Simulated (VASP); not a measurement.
Sc3Ga2As, 6 atoms in the cell. It takes space group P6/mmm (No. 191, hexagonal). The conventional cell has a = 5.829 Å, b = 5.829 Å, c = 3.493 Å, α = 90.00°, β = 90.00°, γ = 120.00°. Within 3.2 Å of Sc (site symmetry mmm) lie 4 Ga at 2.43 Å and 4 Sc at 2.91 Å. Within 3.2 Å of Ga (site symmetry -6m2) lie 6 Sc at 2.43 Å. As (site symmetry 6/mmm) has 6 Ga at 3.37 Å and 12 Sc at 3.40 Å and 2 As at 3.49 Å within 4.4 Å. The cell was built from a structure type or drawn by symmetry, and may not be a known phase.

* Program: VASP 6.6.1
* Task: single point
* Functional: PBE
* Potentials or basis: VASP PAW PBE potentials, release 64 (Sc_sv, Ga_d, As)
* Cutoff: 520 eV
* k mesh: 3 × 3 × 6
* Occupations: gaussian, width 0.1 eV
* Spin: no spin polarisation
* Dipole correction: no
* Further INCAR settings: ALGO = Normal; EDIFF = 1e-06; NBANDS = 41

Potentials or basis: VASP PAW PBE potentials, release 64 (Sc_sv, Ga_d, As).

The run is started by

```console
$ cat potpaw_PBE.64/Sc_sv/POTCAR potpaw_PBE.64/Ga_d/POTCAR potpaw_PBE.64/As/POTCAR > POTCAR
$ mpirun -np 1 vasp_std > vasp.out
```

Hardware: 1 thread of Oxide Virtual Turin-like Processor, on a shared host.

Q: Estimate the wall time of this run.

A: It took 100 s on 1 thread of Oxide Virtual Turin-like Processor (shared host), peak memory 0.22 GiB. Counts: scf iterations 13, k points 12.
